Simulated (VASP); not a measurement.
Runs of VASP 6.6.1 on Pt. The structure is that of space group P6_3/mmc (No. 194), or close to it. The cells are those of the table. This isn't the form of Pt at room conditions, which is fcc.

```csv
task,level,cell,k mesh,cutoff (eV),mended,gap on the mesh (eV),pressure (GPa)
single point,PBEsol,"a = 2.725, b = 2.725, c = 4.707 Å, angles 90.0, 90.0, 120.0°, 2 atoms",18 × 18 × 10,520,-,none,-0.4
single point,PBEsol,"a = 2.744, b = 2.744, c = 5.050 Å, angles 90.0, 90.0, 120.0°, 2 atoms",19 × 19 × 10,500,yes,none,(a)
single point,PBE,"a = 2.734, b = 2.734, c = 4.673 Å, angles 90.0, 90.0, 120.0°, 2 atoms",18 × 18 × 10,520,-,none,10.4
relaxation of cell and atoms,PBEsol,"relaxed from a = 2.726, b = 2.726, c = 4.709 Å, angles 90.0, 90.0, 120.0°, 2 atoms",18 × 18 × 10,600,-,none,0.0
```

Alike in all rows: potentials or basis VASP PAW PBE potentials, release 64 (Pt); no spin polarisation.

Question: Fill in the values left out.

Answer: (a) -16.9.

Caveats: spin-orbit coupling is left out, which moves the levels of the heavy elements; the PAW data sets were made with another functional, which shifts forces and pressure a little (at least some runs); the cell stands under tension (at least some runs); the cell stands under pressure (at least some runs).

A k mesh can miss the band edges, and the runs leave out spin-orbit coupling on Pt.

A gap of «none» marks levels without a gap at the run's occupations.
